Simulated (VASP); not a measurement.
# AlN (P1) in VASP: notebook

AlN is run at these levels: PBEsol, PBE0; tasks: single point.

Program: VASP 6.6.1. These are calculated values, not measurements. Logs are shortened: lines on timing, memory, paths and dates and some standing lists are left out, and cuts for length are marked.

### 1 The cell of the first run

The typed cell holds 96 atoms: a = 9.566 Å, b = 11.045 Å, c = 10.206 Å, α = 90.00°, β = 90.00°, γ = 90.00°.

### 2 Single point, PBEsol

Input file INCAR:

```
PREC     = Accurate       # precision mode
ENCUT    = 700            # plane-wave cutoff, eV
EDIFF    = 1E-6           # SCF threshold, eV
ISMEAR   = -1             # smearing method
SIGMA    = 0.05           # smearing width, eV
LREAL    = Auto         
LASPH    = True           # aspherical terms in the spheres
NELM     = 120            # most SCF steps
ALGO     = Normal         # electronic algorithm
ISIF     = 2              # what is computed and relaxed
LWAVE    = False          # write WAVECAR
LCHARG   = False          # write CHGCAR
GGA      = PS             # functional
NBANDS   = 246            # bands
ISYM     = -1           
GGA_COMPAT= False
```

Input file KPOINTS:

```
explicit points
1
Reciprocal
  0.25000000   0.25000000   0.25000000 1
```

Input file POSCAR:

```
AlN
1.0
    9.5656430000      0.0000000000      0.0000000000
    0.0000000000     11.0454530000      0.0000000000
    0.0000000000      0.0000000000     10.2062670000
Al N
48 48
Direct
    0.1570490000      0.0804270000      0.2532080000
    0.1468080000      0.0817540000      0.7507510000
    0.9938320000      0.3401910000      0.2323460000
    0.0007580000      0.3322220000      0.7534940000
    0.5017190000      0.0944520000      0.2618810000
    0.5200320000      0.0794160000      0.7446510000
    0.3277280000      0.3356880000      0.2474160000
    0.3227470000      0.3250230000      0.7544160000
    0.1873130000      0.5894760000      0.2576470000
    0.1681920000      0.5824110000      0.7573970000
    0.9961370000      0.8214440000      0.2509850000
    0.9927720000      0.8300940000      0.7548310000
    0.8292020000      0.0761430000      0.2528110000
    0.8416830000      0.0802170000      0.7533060000
    0.6620080000      0.3287220000      0.2502510000
    0.6517450000      0.3247520000      0.7292890000
    0.4952850000      0.5906730000      0.2224110000
    0.5026800000      0.5826400000      0.7402920000
    0.3562880000      0.8265100000      0.2551780000
    0.3245510000      0.8330030000      0.7409810000
    0.8395250000      0.5783530000      0.2522890000
    0.8263340000      0.5828160000      0.7606370000
    0.6852010000      0.8555810000      0.2366830000
    0.6643760000      0.8440450000      0.7443160000
    0.0098550000      0.1590270000      0.5022780000
    0.9966760000      0.1760500000      0.0134570000
    0.3070330000      0.1707510000      0.4866790000
    0.3382990000      0.1790390000      0.9767420000
    0.1732170000      0.4138580000      0.5067880000
    0.1635570000      0.4100470000      0.9883490000
    0.9882310000      0.6524930000      0.4946630000
    0.0087740000      0.6717540000      0.9911300000
    0.6589130000      0.1626630000      0.5091420000
    0.6643200000      0.1623230000      0.9972290000
    0.4889990000      0.4087630000      0.4894600000
    0.4968150000      0.4111330000      0.9882620000
    0.3414960000      0.6668090000      0.4893750000
    0.3385380000      0.6566420000      0.0041420000
    0.1427240000      0.9091570000      0.5025460000
    0.1590800000      0.9068120000      0.0017600000
    0.8233260000      0.4102870000      0.4862760000
    0.8228710000      0.4295240000      0.9881460000
    0.6697950000      0.6728900000      0.5081400000
    0.6681470000      0.6754680000      0.9972370000
    0.5161350000      0.9213660000      0.5045200000
    0.4993170000      0.9111490000      0.9884390000
    0.8304790000      0.9239030000      0.4910200000
    0.8129330000      0.9051940000      0.0080580000
    0.9838080000      0.1467050000      0.1985900000
    0.9916060000      0.1618340000      0.6864490000
    0.3436420000      0.1718490000      0.1977640000
    0.3299070000      0.1854640000      0.6800130000
    0.1720570000      0.4130610000      0.1753950000
    0.1855350000      0.4120740000      0.6861860000
    0.9935560000      0.6624630000      0.1753620000
    0.9834510000      0.6600060000      0.6775360000
    0.6559940000      0.1588490000      0.1900060000
    0.6608250000      0.1756970000      0.7113900000
    0.4924150000      0.3983520000      0.2044710000
    0.5087740000      0.4051120000      0.6984130000
    0.3399200000      0.6704680000      0.1883730000
    0.3375410000      0.6740860000      0.6834160000
    0.1648900000      0.9089950000      0.2035340000
    0.1727020000      0.9163270000      0.6793590000
    0.8311960000      0.4129490000      0.1848720000
    0.8356960000      0.4124170000      0.6771500000
    0.6570660000      0.6608400000      0.1796470000
    0.6823480000      0.6744480000      0.6931060000
    0.4878600000      0.9124180000      0.1989920000
    0.4926130000      0.9201590000      0.6828200000
    0.8598150000      0.9237990000      0.1910540000
    0.8252390000      0.9223390000      0.6902320000
    0.1691110000      0.0822460000      0.4495380000
    0.1613870000      0.0867130000      0.9456370000
    0.0044970000      0.3286010000      0.4411560000
    0.0039620000      0.3319360000      0.9480610000
    0.4982640000      0.0848750000      0.4470110000
    0.5057550000      0.0782380000      0.9214490000
    0.3438460000      0.3338630000      0.4475240000
    0.3491440000      0.3368990000      0.9460780000
    0.1821540000      0.5758170000      0.4283470000
    0.1657140000      0.5828840000      0.9400820000
    0.0015070000      0.8225140000      0.4490870000
    0.9940590000      0.8101680000      0.9469320000
    0.8300880000      0.0872980000      0.4451240000
    0.8251480000      0.0742600000      0.9329830000
    0.6568740000      0.3279680000      0.4470160000
    0.6889110000      0.3340230000      0.9415880000
    0.5401460000      0.5935810000      0.4217690000
    0.4918610000      0.5820250000      0.9450280000
    0.3271390000      0.8416930000      0.4304040000
    0.3430130000      0.8239350000      0.9149550000
    0.8386530000      0.5839870000      0.4317430000
    0.8467880000      0.5719160000      0.9378840000
    0.6629540000      0.8291970000      0.4455050000
    0.6676690000      0.8253000000      0.9231700000
```

Potentials or basis: VASP PAW PBE potentials, release 64 (Al, N).

Run with:

```
> cat potpaw_PBE.64/Al/POTCAR potpaw_PBE.64/N/POTCAR > POTCAR
> mpirun -np 1 vasp_std > vasp.out
```

OUTCAR:

```text
PREC = Accurate
   ENCUT = 700
   EDIFF = 1E-6
   ISMEAR = -1
   LREAL = Auto
   LASPH = True
   NELM = 120
   ISIF = 2
   GGA = PS
   ISYM = -1

 ion  position               nearest neighbor table
   1  0.157  0.080  0.253-  49 1.90  63 1.96  73 2.01  51 2.13  27 2.95  25 3.03  26 3.08  13 3.14
                            39 3.17  40 3.20  11 3.25   7 3.26   3 3.27   5 3.30
   2  0.147  0.082  0.751-  50 1.85  64 1.98  74 1.99  52 2.21  14 2.92  25 2.98   4 3.10  28 3.14
                            12 3.15  39 3.17   8 3.17  40 3.21  26 3.22  20 3.23  27 3.25
   3  0.994  0.340  0.232-  65 1.82  53 1.97  75 2.14  49 2.17  26 2.88  21 3.02  30 3.07  42 3.14
                            41 3.16  15 3.18   7 3.20   1 3.27  13 3.32   9 3.33
   4  0.001  0.332  0.753-  66 1.97  76 1.99  50 2.00  54 2.09  30 2.98   8 3.08   2 3.10  42 3.13
                            29 3.14  26 3.16  14 3.17  10 3.19  25 3.20  22 3.23  41 3.33  16 3.35
   5  0.502  0.094  0.262-  57 1.79  51 1.86  77 1.89  69 2.11  15 3.01  33 3.03  27 3.07  45 3.13
                            13 3.14   7 3.15  23 3.18  34 3.21  19 3.27   1 3.30
   6  0.520  0.079  0.745-  58 1.75  78 1.81  70 1.89  52 2.26  33 2.90  24 2.94  16 2.99  45 3.01
                            34 3.06  14 3.08  46 3.11  28 3.14  20 3.30   8 3.31
   7  0.328  0.336  0.247-  59 1.78  53 1.87  51 1.89  79 2.05  35 3.02  27 3.05   9 3.11   5 3.15
                            29 3.15  30 3.18   3 3.20  15 3.20  36 3.21  17 3.25   1 3.26  28 3.26
   8  0.323  0.325  0.754-  52 1.72  54 1.77  80 1.98  60 2.07  28 2.79  30 2.98  36 3.06  29 3.07
                             4 3.08  16 3.16   2 3.17  10 3.20  27 3.22  35 3.27   6 3.31  18 3.33
   9  0.187  0.589  0.258-  81 1.75  61 1.85  53 2.13  55 2.19  37 2.92  17 2.97  38 3.06  19 3.08
[... 125 lines left out ...]
  95  0.663  0.829  0.446-  45 1.84  43 1.84  47 1.97  23 2.16
  96  0.668  0.825  0.923-  44 1.82  24 1.84  48 1.86  46 1.98

IMPORTANT INFORMATION: All symmetrisations will be switched off!
NOSYMM: (Re-)initialisation of all symmetry stuff for point group C_1.

----------------------------------------------------------------------------------------

                                     Primitive cell

  volume of cell :    1078.3621

  direct lattice vectors                    reciprocal lattice vectors
     9.565643000  0.000000000  0.000000000     0.104540803  0.000000000  0.000000000
     0.000000000 11.045453000  0.000000000     0.000000000  0.090534992  0.000000000
     0.000000000  0.000000000 10.206267000     0.000000000  0.000000000  0.097979016

  length of vectors
     9.565643000 11.045453000 10.206267000     0.104540803  0.090534992  0.097979016

  position of ions in fractional coordinates (direct lattice)
     0.157049000  0.080427000  0.253208000
     0.146808000  0.081754000  0.750751000
     0.993832000  0.340191000  0.232346000
[... 234 lines left out ...]
   NUPDOWN=      -1.0000    fix difference up-down
   EMIN   =  10.00;   EMAX   =-10.00  energy-range for DOS
   EFERMI =   0.00;   METHOD = LEGACY
   ISMEAR =    -1;   SIGMA  =   0.05  broadening in eV -4-tet -1-fermi 0-gaus
   EFERMI_NEDOS =   21; number of points for ismear=-14 and -15
   IALGO  =     38    algorithm
   IMIX   =      4    mixing-type and parameters
     AMIX     =   0.40;   BMIX     =  1.00
     AMIX_MAG =   1.60;   BMIX_MAG =  1.00
  volume/ion in A,a.u.               =      11.23        75.80
  Fermi-wavevector in a.u.,A,eV,Ry     =   1.160371  2.192784 18.319726  1.346462
  Thomas-Fermi vector in A             =   2.296955
   LORBIT       =      0    0 simple, 1 ext, 2 COOP (PROOUT), +10 PAW based schemes
   GGA     = PS    functional components
   LHFCALC =     F    Hartree Fock is set to
   AEXX    =    0.0000 exact exchange contribution
   IVDW    =     0    specifies the selected vdW correction
   LEPSILON=     F    determine dielectric tensor
   LRPA    =     F    only Hartree local field effects (RPA)
 non-spin polarized calculation
  energy-cutoff  :      700.00
  volume of cell :     1078.36
 maximum number of plane-waves:     45350
 NGX is ok and might be reduce to    84
   NGX = 41   NGY = 47   NGZ = 45

 number of electron     384.0000002 magnetization

 Free energy of the ion-electron system (eV)
  ---------------------------------------------------
  ext. energy  EPLUGINS =         0.00000000
  ---------------------------------------------------
  free energy    TOTEN  =      -724.93759890 eV

  energy without entropy =     -724.93759890  energy(sigma->0) =     -724.93759890

 E-fermi :   6.9745     XC(G=0): -10.7904

 val. band max:        5.7487763647   @ k =   0.2500   0.2500   0.2500
 cond. band min:       8.8452883149   @ k =   0.2500   0.2500   0.2500
 fundamental gap:      3.0965119503
 Fermi energy:         6.9744601562

 k-point     1 :       0.2500    0.2500    0.2500
  band No.  band energies     occupation
      1      -9.6690      2.00000
      2      -9.3682      2.00000
      3      -9.2037      2.00000
      4      -9.0507      2.00000
      5      -8.9085      2.00000
      6      -8.8503      2.00000
[... 196 lines left out ...]
    203      10.3781      0.00000
    204      10.4644      0.00000
 [bands above 204 left out]

------------------------ aborting loop because EDIFF is reached ----------------------------------------

  FORCE on cell =-STRESS in cart. coord.  units (eV):
  Direction    XX          YY          ZZ          XY          YZ          ZX
  --------------------------------------------------------------------------------------
  -------------------------------------------------------------------------------------
  Total      -41.8681612    -32.1712612    -52.3627812     15.8281503     -3.7977967      6.8872798
  in kB      -62.2056517    -47.7984752    -77.7980411     23.5166861     -5.6425792     10.2327811
  external PRESSURE =     -62.6007227 kB  Pullay stress =       0.0000000 kB

 VOLUME and BASIS-vectors are now :
 -----------------------------------------------------------------------------
  energy-cutoff  :      700.00
  volume of cell :     1078.36
      direct lattice vectors                 reciprocal lattice vectors
     9.565643000  0.000000000  0.000000000     0.104540803  0.000000000  0.000000000
     0.000000000 11.045453000  0.000000000     0.000000000  0.090534992  0.000000000
     0.000000000  0.000000000 10.206267000     0.000000000  0.000000000  0.097979016

 POSITION                                       TOTAL-FORCE (eV/Angst)
 -----------------------------------------------------------------------------------
      1.50227      0.88835      2.58431         1.654159     -0.757545     -0.482925
      1.40431      0.90301      7.66237         2.877654      0.014833      0.035068
      9.50664      3.75756      2.37139         1.564894     -1.203648      2.025851
      0.00725      3.66954      7.69036        -0.896367      0.128236     -1.286515
      4.79926      1.04327      2.67283        -1.810723     -1.779935     -0.271815
      4.97444      0.87719      7.60011        -3.873112     -0.035161     -0.657093
[... 88 lines left out ...]
      6.34158      9.15886      4.54694         2.142565      2.132106     -1.501110
      6.38668      9.11581      9.42212        -0.599444      1.295836      2.360195
 -----------------------------------------------------------------------------------
    total drift:                               -0.014199     -0.021563      0.005541

  FREE ENERGIE OF THE ION-ELECTRON SYSTEM (eV)
  ---------------------------------------------------
  free  energy   TOTEN  =      -724.9375988987 eV

  energy  without entropy=     -724.9375988987  energy(sigma->0) =     -724.93759890
```

Run time: 12 min. Hardware: 1 thread of Intel Xeon Platinum 8375C at 2.90GHz (Ice Lake), shared host; peak memory 1.4 GiB.

What came out:

```yaml
Free_energy: -724.9376 eV
Pressure: -6.3 GPa
Largest_force: 9.474 eV/Å
Band_gap_on_the_k_mesh: 3.10 eV
```

Forces in eV/Å, atoms in the order of the input:
```
Al   1.654 -0.758 -0.483
Al   2.878  0.015  0.035
Al   1.565 -1.204  2.026
Al  -0.896  0.128 -1.287
Al  -1.811 -1.780 -0.272
Al  -3.873 -0.035 -0.657
Al  -0.355 -1.200  0.636
Al   3.217  2.044  0.099
Al  -2.500 -1.315 -3.205
Al   0.032  0.360 -2.197
Al   2.553 -0.288  0.494
Al  -0.080 -0.630 -1.410
Al  -1.422  2.119  0.932
Al  -2.056  0.624 -0.002
Al   0.184 -0.069 -0.029
Al   5.459  3.261  2.886
Al   2.402 -3.195  3.142
Al  -0.025 -0.199  0.608
Al  -4.870 -0.065  1.144
Al   1.491  0.325 -1.279
Al  -1.278  0.267 -1.798
Al   1.265 -1.314 -2.530
Al  -3.409 -3.147  2.290
Al  -0.396 -1.244 -1.167
Al  -2.166  2.004 -0.603
Al  -0.440 -2.777 -0.840
Al   5.612  1.285  2.711
Al  -0.039 -3.957  2.219
Al  -0.465 -0.096 -1.799
Al   1.513  1.689  1.681
Al   2.783  1.476  1.026
Al  -0.565 -8.019  2.818
Al   0.431  1.003 -0.087
Al   0.530  0.707 -0.488
Al   4.611  3.040  1.515
Al   4.643  1.800  1.923
Al   0.721  1.148  0.340
Al  -1.673  1.839 -1.646
Al   4.666  0.985 -1.108
Al   0.978  0.888  0.775
Al   1.554  0.436  1.381
Al   1.914 -3.830  2.984
Al   1.908 -0.465 -0.509
Al  -0.297 -3.045 -0.080
Al  -3.220 -0.179 -1.551
Al  -1.151  0.650  0.337
Al   0.022 -1.841  1.647
Al   3.174  1.889 -2.065
N    2.467  3.454 -1.336
N    0.768  0.909  0.567
N   -2.353 -0.778 -0.619
N   -0.678 -4.652  0.230
N   -0.930  0.742  0.937
N   -3.265  1.914  1.798
N    1.013  0.192  2.065
N    2.026  0.475  2.268
N    2.411  0.263 -0.472
N    2.681 -4.917 -3.525
N    1.496  3.311 -2.349
N   -4.951  4.257 -1.622
N   -1.429 -0.040 -0.887
N   -0.273 -2.118 -0.431
N    0.174 -0.044 -1.732
N   -2.734  0.491  2.285
N   -0.976  0.572  0.377
N   -0.346  0.218  1.272
N    3.230  2.246 -0.632
N   -2.453 -0.295  0.187
N    5.854  3.130 -3.281
N    1.389 -0.328  1.128
N   -3.388 -1.552 -0.776
N    1.423 -0.263 -0.556
N   -3.582 -2.626 -2.103
N   -0.002 -0.336 -0.582
N    0.045  0.269 -0.758
N   -0.959  0.037 -1.494
N    0.053  0.010  0.003
N   -0.812  0.188  2.762
N   -5.121 -1.396 -2.351
N   -4.621 -0.842 -2.559
N   -0.802  0.114  2.833
N    0.966 -0.682 -0.146
N   -3.133 -0.193 -1.967
N   -0.527  8.949 -3.064
N    0.104 -0.593 -0.462
N    0.811 -0.140  2.288
N    0.814 -0.530 -1.003
N   -4.475 -1.832 -0.853
N   -5.272 -2.288  0.334
N    2.223 -0.833 -0.968
N    0.630 -1.342  2.320
N   -1.190  0.277  4.115
N   -1.880 -1.483 -0.006
N   -0.745  5.326 -0.646
N    2.143  2.132 -1.501
N   -0.599  1.296  2.360
```

Stress tensor (GPa, compression positive):
```
-6.22  2.35  1.02
 2.35 -4.78 -0.56
 1.02 -0.56 -7.78
```

Caveat: the cell stands under tension; the PAW data sets were made with another functional, which shifts forces and pressure a little; a shifted mesh leaves out Γ, where band edges can lie.

### 3 Single point, PBEsol

Input file INCAR:

```
PREC     = Accurate       # precision mode
ENCUT    = 520            # plane-wave cutoff, eV
EDIFF    = 1E-7           # SCF threshold, eV
ISMEAR   = -1             # smearing method
SIGMA    = 0.05           # smearing width, eV
LREAL    = Auto         
LASPH    = True           # aspherical terms in the spheres
NELM     = 100            # most SCF steps
ALGO     = Normal         # electronic algorithm
ISIF     = 2              # what is computed and relaxed
LWAVE    = False          # write WAVECAR
LCHARG   = False          # write CHGCAR
GGA      = PS             # functional
NBANDS   = 246            # bands
ISYM     = 0
```

Input file KPOINTS:

```
Automatic mesh
0
Gamma
  1 1 1
  0.25 0.25 0.25
```

POSCAR is that of step 2.

Potentials or basis: VASP PAW PBE potentials, release 64 (Al, N).

Run with:

```
> cat potpaw_PBE.64/Al/POTCAR potpaw_PBE.64/N/POTCAR > POTCAR
> mpirun -np 1 vasp_std > vasp.out
```

Wall time 34 min (1 thread of Intel Xeon Platinum 8488C (Sapphire Rapids), shared host); peak memory 1.3 GiB.

The run converged. Its results:

```
Free energy            : -724.6999 eV
Pressure               : -6.1 GPa
Largest force          : 9.467 eV/Å
Band gap on the k mesh : 3.07 eV (least direct gap 3.08 eV)
```

Forces on the atoms (eV/Å):
```
Al   1.653 -0.756 -0.481
Al   2.880  0.016  0.035
Al   1.561 -1.201  2.022
Al  -0.899  0.129 -1.289
Al  -1.815 -1.776 -0.277
Al  -3.870 -0.037 -0.659
Al  -0.351 -1.205  0.632
Al   3.212  2.043  0.097
Al  -2.500 -1.316 -3.209
Al   0.031  0.359 -2.189
Al   2.556 -0.286  0.495
Al  -0.079 -0.628 -1.407
Al  -1.411  2.114  0.933
Al  -2.050  0.626  0.000
Al   0.185 -0.066 -0.029
Al   5.455  3.257  2.885
Al   2.407 -3.189  3.140
Al  -0.026 -0.196  0.607
Al  -4.862 -0.059  1.153
Al   1.490  0.323 -1.279
Al  -1.274  0.269 -1.790
Al   1.264 -1.314 -2.533
Al  -3.406 -3.146  2.288
Al  -0.394 -1.245 -1.165
Al  -2.164  2.001 -0.601
Al  -0.441 -2.775 -0.842
Al   5.608  1.284  2.710
Al  -0.040 -3.956  2.220
Al  -0.467 -0.097 -1.798
Al   1.515  1.688  1.678
Al   2.779  1.476  1.028
Al  -0.566 -8.017  2.820
Al   0.426  1.004 -0.089
Al   0.536  0.708 -0.491
Al   4.603  3.038  1.515
Al   4.645  1.800  1.918
Al   0.718  1.149  0.343
Al  -1.676  1.832 -1.649
Al   4.659  0.983 -1.105
Al   0.977  0.884  0.773
Al   1.545  0.433  1.384
Al   1.907 -3.829  2.982
Al   1.898 -0.465 -0.511
Al  -0.301 -3.041 -0.083
Al  -3.225 -0.181 -1.546
Al  -1.152  0.648  0.337
Al   0.026 -1.841  1.648
Al   3.169  1.888 -2.068
N    2.459  3.452 -1.336
N    0.763  0.910  0.570
N   -2.351 -0.775 -0.617
N   -0.681 -4.646  0.231
N   -0.929  0.743  0.940
N   -3.265  1.909  1.797
N    1.012  0.191  2.063
N    2.022  0.474  2.267
N    2.407  0.260 -0.470
N    2.677 -4.917 -3.527
N    1.495  3.308 -2.351
N   -4.949  4.255 -1.622
N   -1.428 -0.041 -0.886
N   -0.270 -2.113 -0.432
N    0.169 -0.045 -1.733
N   -2.735  0.492  2.282
N   -0.975  0.572  0.377
N   -0.345  0.217  1.271
N    3.227  2.247 -0.630
N   -2.453 -0.292  0.186
N    5.849  3.121 -3.280
N    1.387 -0.325  1.125
N   -3.388 -1.544 -0.770
N    1.424 -0.266 -0.556
N   -3.578 -2.626 -2.104
N    0.003 -0.335 -0.584
N    0.049  0.271 -0.759
N   -0.952  0.031 -1.496
N    0.056  0.011  0.005
N   -0.810  0.190  2.760
N   -5.118 -1.394 -2.351
N   -4.617 -0.842 -2.557
N   -0.802  0.115  2.830
N    0.968 -0.680 -0.150
N   -3.131 -0.188 -1.965
N   -0.522  8.943 -3.062
N    0.103 -0.598 -0.464
N    0.813 -0.140  2.289
N    0.817 -0.528 -1.001
N   -4.470 -1.827 -0.851
N   -5.266 -2.285  0.337
N    2.226 -0.833 -0.970
N    0.634 -1.346  2.317
N   -1.190  0.279  4.117
N   -1.874 -1.486 -0.009
N   -0.747  5.323 -0.644
N    2.144  2.132 -1.501
N   -0.595  1.293  2.362
```

Stress tensor (GPa, compression positive):
```
-6.11  2.32  1.03
 2.32 -4.67 -0.55
 1.03 -0.55 -7.66
```

Levels at points of the mesh, in eV from the valence-band top:
```tsv
k point	band 189	band 190	band 191	band 192	band 193	band 194	band 195	band 196
(0.25, 0.25, 0.25)	-0.33	-0.28	-0.09	-0.02	3.08	3.59	3.76	4.04
```

Caveat: the cell stands under tension; the PAW data sets were made with another functional, which shifts forces and pressure a little; a shifted mesh leaves out Γ, where band edges can lie. A k mesh can miss the band edges.

(Part 1 of 2 ends here.)
